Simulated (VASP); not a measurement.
# AlNi (Pm-3m) in VASP: relaxation of cell and atoms with PBEsol

Aim: the relaxation of cell and atoms of AlNi with PBEsol.

All numbers are computed with VASP 6.6.1; they aren't measurements. Logs are shortened: lines on timing, memory, paths and dates and some standing lists are left out, and cuts for length are marked.

### 1 The cell of the first run

It takes space group Pm-3m (No. 221, cubic). Conventional cell: a = 2.881 Å, b = 2.881 Å, c = 2.881 Å, α = 90.00°, β = 90.00°, γ = 90.00°. Al (site symmetry m-3m) has 8 Ni at 2.50 Å and 6 Al at 2.88 Å within 3.3 Å. Within 3.3 Å of Ni (site symmetry m-3m) lie 8 Al at 2.50 Å and 6 Ni at 2.88 Å.

### 2 Relaxation of cell and atoms, PBEsol

INCAR

```
PREC     = Accurate       # precision mode
ENCUT    = 600            # plane-wave cutoff, eV
EDIFF    = 1E-6           # SCF threshold, eV
ISMEAR   = -5             # smearing method
SIGMA    = 0.1            # smearing width, eV
LREAL    = False          # projectors in reciprocal space
LASPH    = True           # aspherical terms in the spheres
NELM     = 100            # most SCF steps
ALGO     = Normal         # electronic algorithm
ISIF     = 3              # what is computed and relaxed
LWAVE    = False          # write WAVECAR
LCHARG   = False          # write CHGCAR
GGA      = PS             # functional
IBRION   = 2              # ionic algorithm
NSW      = 100            # ionic steps
EDIFFG   = -0.002         # ionic threshold
```

KPOINTS

```
Automatic mesh
0
Gamma
  14 14 14
```

POSCAR

```
AlNi
1.0
    2.8810000000      0.0000000000      0.0000000000
    0.0000000000      2.8810000000      0.0000000000
    0.0000000000      0.0000000000      2.8810000000
Al Ni
1 1
Direct
    0.0000000000      0.0000000000      0.0000000000
    0.5000000000      0.5000000000      0.5000000000
```

Potentials or basis: VASP PAW PBE potentials, release 64 (Al, Ni).

Started as:

```console
$ cat potpaw_PBE.64/Al/POTCAR potpaw_PBE.64/Ni/POTCAR > POTCAR
$ mpirun -np 1 vasp_std > vasp.out
```

OUTCAR:

```text
PREC = Accurate
   ENCUT = 600
   EDIFF = 1E-6
   ISMEAR = -5
   LREAL = False
   LASPH = True
   NELM = 100
   ISIF = 3
   GGA = PS
   IBRION = 2
   NSW = 100
   EDIFFG = -0.002

 ion  position               nearest neighbor table
   1  0.000  0.000  0.000-   2 2.50   2 2.50   2 2.50   2 2.50   2 2.50   2 2.50   2 2.50   2 2.50

   2  0.500  0.500  0.500-   1 2.50   1 2.50   1 2.50   1 2.50   1 2.50   1 2.50   1 2.50   1 2.50

  LATTYP: Found a simple cubic cell.
 ALAT       =     2.8810000000

  Lattice vectors:

 A1 = (   2.8810000000,   0.0000000000,   0.0000000000)
 A2 = (   0.0000000000,   2.8810000000,   0.0000000000)
 A3 = (   0.0000000000,   0.0000000000,   2.8810000000)

Analysis of symmetry for initial positions (statically):
=====================================================================
 Subroutine PRICEL returns:
 Original cell was already a primitive cell.

 Routine SETGRP: Setting up the symmetry group for a
 simple cubic supercell.

 Subroutine GETGRP returns: Found 48 space group operations
 (whereof 48 operations were pure point group operations)
 out of a pool of 48 trial point group operations.

The static configuration has the point symmetry O_h .

Analysis of symmetry for dynamics (positions and initial velocities):
=====================================================================
 Subroutine PRICEL returns:
 Original cell was already a primitive cell.

 Routine SETGRP: Setting up the symmetry group for a
 simple cubic supercell.

 Subroutine GETGRP returns: Found 48 space group operations
 (whereof 48 operations were pure point group operations)
 out of a pool of 48 trial point group operations.

The dynamic configuration has the point symmetry O_h .

 Subroutine INISYM returns: Found 48 space group operations
 (whereof 48 operations are pure point group operations),
 and found     1 'primitive' translations

----------------------------------------------------------------------------------------

                                     Primitive cell

  volume of cell :      23.9128

  direct lattice vectors                    reciprocal lattice vectors
     2.881000000  0.000000000  0.000000000     0.347101701  0.000000000  0.000000000
     0.000000000  2.881000000  0.000000000     0.000000000  0.347101701  0.000000000
     0.000000000  0.000000000  2.881000000     0.000000000  0.000000000  0.347101701

  length of vectors
     2.881000000  2.881000000  2.881000000     0.347101701  0.347101701  0.347101701

  position of ions in fractional coordinates (direct lattice)
     0.000000000  0.000000000  0.000000000
     0.500000000  0.500000000  0.500000000

  ion indices of the primitive-cell ions
   primitive index   ion index
                 1           1
                 2           2

----------------------------------------------------------------------------------------

 KPOINTS: Automatic mesh

Automatic generation of k-mesh.
 Grid dimensions read from file:
 generate k-points for:   14   14   14

 Generating k-lattice:

  Cartesian coordinates                     Fractional coordinates (reciprocal lattice)
     0.024792979  0.000000000  0.000000000     0.071428571  0.000000000  0.000000000
     0.000000000  0.024792979  0.000000000     0.000000000  0.071428571  0.000000000
     0.000000000  0.000000000  0.024792979     0.000000000  0.000000000  0.071428571

  Length of vectors
     0.024792979  0.024792979  0.024792979

  Shift w.r.t. Gamma in fractional coordinates (k-lattice)
     0.000000000  0.000000000  0.000000000

 TETIRR: Found   1360 inequivalent tetrahedra from    16464

 Subroutine IBZKPT returns following result:
 ===========================================

 Found    120 irreducible k-points:

 Following reciprocal coordinates:
            Coordinates               Weight
  0.000000  0.000000  0.000000      1.000000
  0.071429  0.000000  0.000000      6.000000
  0.142857  0.000000  0.000000      6.000000
  0.214286  0.000000  0.000000      6.000000
  0.285714  0.000000  0.000000      6.000000
  0.357143  0.000000  0.000000      6.000000
[... 16 lines left out ...]
  0.285714  0.214286  0.000000     24.000000
  0.357143  0.214286  0.000000     24.000000
 [... further k-points ...]
   k-points           NKPTS =    120   k-points in BZ     NKDIM =    120   number of bands    NBANDS=     10
   number of dos      NEDOS =    301   number of ions     NIONS =      2
   total plane-waves  NPLWV =  13824
   dimension x,y,z NGX =    24 NGY =   24 NGZ =   24
   dimension x,y,z NGXF=    48 NGYF=   48 NGZF=   48
   ions per type =               1   1
   NGX,Y,Z   is equivalent  to a cutoff of  13.85, 13.85, 13.85 a.u.
   NGXF,Y,Z  is equivalent  to a cutoff of  27.70, 27.70, 27.70 a.u.
 SYSTEM =  unknown system
   PREC   = accura    normal or accurate (medium, high low for compatibility)
   ISTART =      0    job   : 0-new  1-cont  2-samecut
   ICHARG =      2    charge: 1-file 2-atom 10-const
   ISPIN  =      1    spin polarized calculation?
   LNONCOLLINEAR =      F non collinear calculations
   LSORBIT =      F    spin-orbit coupling
   LASPH  =      T    aspherical Exc in radial PAW
   ENCUT  =  600.0 eV  44.10 Ry    6.64 a.u.   5.75  5.75  5.75*2*pi/ulx,y,z
   NELM   =    100;   NELMIN=  2; NELMDL= -5     # of ELM steps
   EDIFF  = 0.1E-05   stopping-criterion for ELM
   LREAL  =      F    real-space projection
   EDIFFG = -.2E-02   stopping-criterion for IOM
   NSW    =    100    number of steps for IOM
   IBRION =      2    ionic relax: 0-MD 1-quasi-New 2-CG
   NFREE  =      1    steps in history (QN), initial steepest desc. (CG)
   ISIF   =      3    stress and relaxation
   ISYM   =      2    0-nonsym 1-usesym 2-fastsym
   POTIM  = 0.5000    time-step for ionic-motion
   TEBEG  =    0.0;   TEEND  =   0.0 temperature during run
   PSTRESS=    0.0 pullay stress
   NELECT =      13.0000    total number of electrons
   NUPDOWN=      -1.0000    fix difference up-down
   EMIN   =  10.00;   EMAX   =-10.00  energy-range for DOS
   EFERMI =   0.00;   METHOD = LEGACY
   ISMEAR =    -5;   SIGMA  =   0.10  broadening in eV -4-tet -1-fermi 0-gaus
   EFERMI_NEDOS =   21; number of points for ismear=-14 and -15
   IALGO  =     38    algorithm
   IMIX   =      4    mixing-type and parameters
     AMIX     =   0.40;   BMIX     =  1.00
     AMIX_MAG =   1.60;   BMIX_MAG =  1.00
  volume/ion in A,a.u.               =      11.96        80.69
  Fermi-wavevector in a.u.,A,eV,Ry     =   1.336122  2.524904 24.289410  1.785221
  Thomas-Fermi vector in A             =   2.464773
   LORBIT       =      0    0 simple, 1 ext, 2 COOP (PROOUT), +10 PAW based schemes
   GGA     = PS    functional components
   LHFCALC =     F    Hartree Fock is set to
   AEXX    =    0.0000 exact exchange contribution
   IVDW    =     0    specifies the selected vdW correction
   LEPSILON=     F    determine dielectric tensor
   LRPA    =     F    only Hartree local field effects (RPA)
 conjugate gradient relaxation of ions
 non-spin polarized calculation
 Fermi weights with tetrahedron method with Bloechl corrections
  energy-cutoff  :      600.00
  volume of cell :       23.91
 maximum number of plane-waves:       840
 NGX is ok and might be reduce to    24
   NGX = 11   NGY = 11   NGZ = 11

--------------------------------------- Ionic step        1  -------------------------------------------

 number of electron      13.0000015 magnetization

 Free energy of the ion-electron system (eV)
  ---------------------------------------------------
  ext. energy  EPLUGINS =         0.00000000
  ---------------------------------------------------
  free energy    TOTEN  =       -11.58276766 eV

  energy without entropy =      -11.58276766  energy(sigma->0) =      -11.58276766

 E-fermi :   9.9065     XC(G=0): -12.1660

 val. band max:        9.9180283827   @ k =   0.5000   0.5000   0.2857
 cond. band min:       9.9180283828   @ k =   0.5000   0.5000   0.2857
 fundamental gap:      0.0000000001
 Fermi energy:         9.9064651859

 k-point     1 :       0.0000    0.0000    0.0000
  band No.  band energies     occupation
      1      -1.2340      2.00000
      2       6.6617      2.00000
      3       6.6617      2.00000
      4       8.3563      2.00000
      5       8.3563      2.00000
      6       8.3563      2.00000
      7      15.3934      0.00000
      8      15.3934      0.00000
      9      15.3934      0.00000
     10      18.0431      0.00000
[... 287 lines left out ...]
 k-point    24 :       0.3571    0.2143    0.0000
  band No.  band energies     occupation
      1       1.8025      2.00000
      2       5.6566      2.00000
      3       7.0413      2.00000
      4       7.5769      2.00000
      5       7.8274      2.00000
      6       8.1653      2.00000
      7       9.7938      1.42847
      8      13.6386      0.00000
      9      17.7245      0.00000
     10      19.0342      0.00000

 [... further k-points ...]

------------------------ aborting loop because EDIFF is reached ----------------------------------------

  FORCE on cell =-STRESS in cart. coord.  units (eV):
  Direction    XX          YY          ZZ          XY          YZ          ZX
  --------------------------------------------------------------------------------------
  -------------------------------------------------------------------------------------
  Total       -0.4747710     -0.4747710     -0.4747710      0.0000000      0.0000000     -0.0000000
  in kB      -31.8100968    -31.8100968    -31.8100968      0.0000000      0.0000000     -0.0000000
  external PRESSURE =     -31.8100968 kB  Pullay stress =       0.0000000 kB
[... 273 lines left out ...]
  energy  without entropy=      -11.5873458438  energy(sigma->0) =      -11.58734584

--------------------------------------- Ionic step        9  -------------------------------------------

 number of electron      13.0000011 magnetization

 Free energy of the ion-electron system (eV)
  ---------------------------------------------------
  ext. energy  EPLUGINS =         0.00000000
  ---------------------------------------------------
  free energy    TOTEN  =       -11.58734410 eV

  energy without entropy =      -11.58734410  energy(sigma->0) =      -11.58734410

 E-fermi :  10.1659     XC(G=0): -12.2612

 val. band max:       10.1689066143   @ k =   0.3571   0.2857   0.0714
 cond. band min:      10.1847919526   @ k =   0.5000   0.3571   0.3571
 fundamental gap:      0.0158853383
 Fermi energy:        10.1659011129

 k-point     1 :       0.0000    0.0000    0.0000
  band No.  band energies     occupation
      1      -1.1182      2.00000
      2       6.8262      2.00000
      3       6.8262      2.00000
      4       8.5755      2.00000
      5       8.5755      2.00000
      6       8.5755      2.00000
      7      15.7363      0.00000
      8      15.7363      0.00000
      9      15.7363      0.00000
     10      18.3662      0.00000
[... 287 lines left out ...]
 k-point    24 :       0.3571    0.2143    0.0000
  band No.  band energies     occupation
      1       1.9569      2.00000
      2       5.8319      2.00000
      3       7.2221      2.00000
      4       7.7739      2.00000
      5       8.0318      2.00000
      6       8.3783      2.00000
      7      10.0567      1.41609
      8      13.9668      0.00000
      9      18.0681      0.00000
     10      19.4280      0.00000

 [... further k-points ...]

------------------------ aborting loop because EDIFF is reached ----------------------------------------

  FORCE on cell =-STRESS in cart. coord.  units (eV):
  Direction    XX          YY          ZZ          XY          YZ          ZX
  --------------------------------------------------------------------------------------
  -------------------------------------------------------------------------------------
  Total       -0.0011493     -0.0011493     -0.0011493     -0.0000000      0.0000000     -0.0000000
  in kB       -0.0785258     -0.0785258     -0.0785258     -0.0000000      0.0000000     -0.0000000
  external PRESSURE =      -0.0785258 kB  Pullay stress =       0.0000000 kB
[... 17 lines left out ...]
  FREE ENERGIE OF THE ION-ELECTRON SYSTEM (eV)
  ---------------------------------------------------
  free  energy   TOTEN  =       -11.5873440996 eV

  energy  without entropy=      -11.5873440996  energy(sigma->0) =      -11.58734410

 reached required accuracy - stopping structural energy minimisation
```

It took 37 s on 1 thread of Intel Xeon 6975P-C (Granite Rapids), shared host; peak memory 0.17 GiB.

Results:

| Item | Value |
| --- | --- |
| Free energy | -11.5873 eV |
| Relaxed volume | 11.72 Å³/atom |
| Relaxed cell | a = 2.862 Å, b = 2.862 Å, c = 2.862 Å, α = 90.00°, β = 90.00°, γ = 90.00° |
| Space group after relaxing (to 0.05 Å) | Pm-3m (No. 221) |
| Energy gained by relaxing | 2.3 meV/atom |
| Ionic steps | 9 |
| Pressure after relaxing | 0.0 GPa |

The path:
```tsv
step	energy change (eV)	largest force (eV/Å)	pressure (GPa)	volume (Å³)
1	0.0000	0.0000	-3.18	23.91
2	-0.0016	0.0000	2.77	23.10
3	-0.0046	0.0000	-0.04	23.46
4	-0.0046	0.0000	-0.03	23.45
5	-0.0045	0.0000	0.25	23.42
6	-0.0046	0.0000	0.12	23.44
7	-0.0046	0.0000	-0.08	23.47
8	-0.0046	0.0000	-0.10	23.46
9	-0.0046	0.0000	-0.01	23.45
```

Final structure:
```
Al Ni
1.0
     2.86229    0.00000    0.00000
     0.00000    2.86229    0.00000
     0.00000    0.00000    2.86229
Al Ni
1 1
Direct
  0.00000 0.00000 0.00000
  0.50000 0.50000 0.50000
```

Caveat: the PAW data sets were made with another functional, which shifts forces and pressure a little; tetrahedron occupations give inexact forces and stress in metals. Spin polarisation is off, so any magnetic state and its effect on volume and gap are missing.
